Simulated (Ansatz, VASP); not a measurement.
## Two plane-wave programs on Re

```
Re
1.0
     2.60228    0.00000    0.00000
    -1.30114    2.25364    0.00000
     0.00000    0.00000    5.05176
Re
2
Direct
  0.33333 0.66667 0.25000
  0.66667 0.33333 0.75000
```

Alike in both runs: task single point; functional PBEsol; k mesh 21 × 21 × 12; occupations gaussian, width 0.15 eV; no spin polarisation.

|  | VASP | Ansatz |
| --- | --- | --- |
| version | VASP 6.6.1 | Ansatz 0.2.0 |
| potentials or method | VASP PAW PBE potentials, release 64 (Re), cutoff 520 eV | scalar-relativistic, plane waves, PAW |
| valence electrons in the cell | 14 | 30 |

Ansatz gave:

```
gap on the k mesh at the Fermi level (eV)                     : none
pressure (GPa)                                                : 7.8
traceless stress, the component that is largest in VASP (GPa) : -53.61
```

Question: Which values does VASP return?

Answer: gap on the k mesh at the Fermi level (eV): none; pressure (GPa): 7.6; traceless stress, the component that is largest in VASP (GPa): -53.16.

VASP's potentials were made for PBE, not for PBEsol. A gap of «none» marks a metal or a gap that the smearing closes. VASP's potentials hold 14 valence electrons a cell and Ansatz's 30, so a difference there can come from the potentials and not from the codes.

Neither program's run includes spin-orbit coupling.
